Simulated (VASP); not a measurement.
The system is Al2Cu (vib).

```
Al Cu
1.0
     4.10518    0.00000    0.00000
     0.00000    4.10518    0.00000
     0.00000    0.00000    2.89131
Al Cu
2 1
Direct
  0.50000 0.00000 0.50000
  0.00000 0.50000 0.50000
  0.00000 0.00000 0.00000
```

```yaml
Program: VASP 6.6.1
Task: relaxation of cell and atoms
Functional: LDA
Potentials_or_basis: VASP PAW LDA potentials, release 64 (Al, Cu)
Cutoff: 600 eV
k_mesh: 8 × 8 × 12
Occupations: gaussian, width 0.1 eV
Spin: no spin polarisation
```

At the start: pressure -4.8 GPa; volume 16.24 Å³/atom.

Q: Where does the relaxation end?

A: Over 7 steps the energy falls by 13.6 meV/atom and the volume is 15.43 Å³/atom (-5.0 %); space group P4/mmm (No. 123, to 0.05 Å).

The path:
| step | energy change (eV) | largest force (eV/Å) | pressure (GPa) | volume (Å³) |
| --- | --- | --- | --- | --- |
| 1 | 0.0000 | 0.0000 | -4.82 | 48.73 |
| 2 | -0.0343 | 0.0000 | 2.18 | 45.36 |
| 3 | -0.0399 | 0.0000 | 0.09 | 46.24 |
| 4 | -0.0407 | 0.0000 | 0.03 | 46.26 |
| 5 | -0.0409 | 0.0000 | 0.05 | 46.28 |
| 6 | -0.0409 | 0.0000 | -0.06 | 46.31 |
| 7 | -0.0409 | 0.0000 | 0.00 | 46.29 |

Final structure:
```yaml
crystal:
  lattice:
    - [4.05610, 0.00000, 0.00000]
    - [0.00000, 4.05610, 0.00000]
    - [0.00000, 0.00000, 2.81362]
  atoms:
    - { symbol: Al, position: [0.50000, 0.00000, 0.50000] }
    - { symbol: Al, position: [0.00000, 0.50000, 0.50000] }
    - { symbol: Cu, position: [0.00000, 0.00000, 0.00000] }
```
